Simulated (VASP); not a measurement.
A run of VASP 6.6.1 is set up as follows.

Contents of INCAR:

```
SYSTEM = BN
PREC     = Accurate       ! precision mode
ENCUT    = 600            ! plane-wave cutoff, eV
EDIFF    = 1E-6           ! SCF threshold, eV
ISMEAR   = -1             ! smearing method
SIGMA    = 0.1            ! smearing width, eV
LREAL    = .FALSE.        ! projectors in reciprocal space
LASPH    = .TRUE.         ! aspherical terms in the spheres
NELM     = 120            ! most SCF steps
ALGO     = Normal         ! electronic algorithm
ISIF     = 2              ! what is computed and relaxed
LWAVE    = .FALSE.        ! write WAVECAR
LCHARG   = .FALSE.        ! write CHGCAR
GGA      = CA             ! functional
NBANDS   = 11             ! bands
GGA_COMPAT= .FALSE.
```

File KPOINTS:

```
Automatic mesh
0
G
  8 8 8
  0 0 0
```

POSCAR

```
BN
1.0
    0.0000000000      1.7830713297      1.7830713297
    1.7830713297      0.0000000000      1.7830713297
    1.7830713297      1.7830713297      0.0000000000
B N
1 1
Direct
    0.0000000000      0.0000000000      0.0000000000
    0.2500000000      0.2500000000      0.2500000000
```

Potentials or basis: VASP PAW LDA potentials, release 64 (B, N).

Run with:

```sh
$ cat potpaw_LDA.64/B/POTCAR potpaw_LDA.64/N/POTCAR > POTCAR
$ mpirun -np 1 vasp_std > vasp.out
```

Predict the band gap on the k mesh.

4.39 eV, indirect (least direct gap 8.88 eV).

What does it give for the pressure?

5.8 GPa.

A k mesh can miss the band edges. A hybrid or GW would open this gap; LDA tends to underestimate it.
